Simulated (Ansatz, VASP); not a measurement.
Be in VASP and in Ansatz

Contents of INCAR:

```
ALGO = Normal
EDIFF = 1E-7
ENCUT = 520
GGA = PE
ISIF = 2
ISMEAR = -1
LASPH = True
LCHARG = False
LREAL = False
LWAVE = False
NBANDS = 7
NELM = 100
PREC = Accurate
SIGMA = 0.05
```

Contents of KPOINTS:

```
k-points
0
Gamma
  20 20 20
```

Contents of POSCAR:

```
Be
1.0
   -1.2418441842      1.2418441842      1.2418441842
    1.2418441842     -1.2418441842      1.2418441842
    1.2418441842      1.2418441842     -1.2418441842
Be
1
Direct
    0.0000000000      0.0000000000      0.0000000000
```

Input for Ansatz:

```yaml
crystal:
  lattice:
    - [-1.2418441842, 1.2418441842, 1.2418441842]
    - [1.2418441842, -1.2418441842, 1.2418441842]
    - [1.2418441842, 1.2418441842, -1.2418441842]
  atoms:
    - { symbol: Be, position: [0.0, 0.0, 0.0] }
kpoints:
  mp_grid: { grid: [20, 20, 20] }
scf:
  occupations: { method: fermi_dirac, width: 0.05 }
hamiltonian:
  xc: pbe
  pseudopotentials: { kind: all_electron, lapw: { basis_error: 0.001 } }
output:
  forces: true
  stress: true
  eigenvalues: true
```

Change from the starting cell: volume scaled by 0.98.

Alike in both runs: task single point; functional PBE; k mesh 20 × 20 × 20; occupations fermi-dirac, width 0.05 eV; no spin polarisation.

|  | VASP | Ansatz |
| --- | --- | --- |
| version | VASP 6.6.1 | Ansatz 0.2.0 |
| potentials or method | VASP PAW PBE potentials, release 64 (Be), cutoff 520 eV | all-electron LAPW, scalar-relativistic |

Ansatz gave:

```
pressure (GPa) : 2.5
```

Which values does VASP return?

Pressure (GPa): 2.7.

Ansatz ran all-electron here, and VASP with PAW potentials.
